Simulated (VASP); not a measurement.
Write the native input for VASP 6.6.1 that does the following.

```yaml
Task: single point
Functional: LDA
Potentials_or_basis: VASP PAW LDA potentials, release 64 (Sn_d)
Cutoff: 520 eV
k_mesh: 10 × 10 × 10
Occupations: methfessel-paxton, width 0.1 eV
Spin: no spin polarisation
Dipole_correction: no
Further_INCAR_settings: ALGO = Normal; EDIFF = 1e-07; NBANDS = 21
```

The structure of Sn lies in POSCAR:

```
Sn
1.0
   -2.9955126077      2.9955126077      1.6352157983
    2.9955126077     -2.9955126077      1.6352157983
    2.9955126077      2.9955126077     -1.6352157983
Sn
2
Direct
    0.0000000000      0.0000000000      0.0000000000
    0.7500000000      0.2500000000      0.5000000000
```

The input as run:

INCAR

```
SYSTEM = Sn
PREC = Accurate ; ENCUT = 520
EDIFF = 1E-7 ; ISMEAR = 1
SIGMA = 0.1 ; LREAL = .False.
LASPH = .True. ; NELM = 100
ALGO = Normal ; ISIF = 2
LWAVE = .False. ; LCHARG = .False.
GGA = CA ; NBANDS = 21
```

KPOINTS

```
Automatic mesh
0
Gamma
  10 10 10
  0 0 0
```

Potentials or basis: VASP PAW LDA potentials, release 64 (Sn_d).

Run with:

```sh
$ cat potpaw_LDA.64/Sn_d/POTCAR > POTCAR
$ mpirun -np 1 vasp_std > vasp.out
```

Results of the run:

The pressure is -5.2 GPa and the band gap on the k mesh is zero (bands 14 and 15 overlap by 3.51 eV).

Caveat: the cell stands under tension; spin-orbit coupling is left out, which moves the levels of the heavy elements.

It took 63 s on 1 thread of Intel(R) Xeon(R) Platinum 8259CL CPU @ 2.50GHz (Skylake/Cascade Lake), with other jobs on the host, peak memory 0.23 GiB.
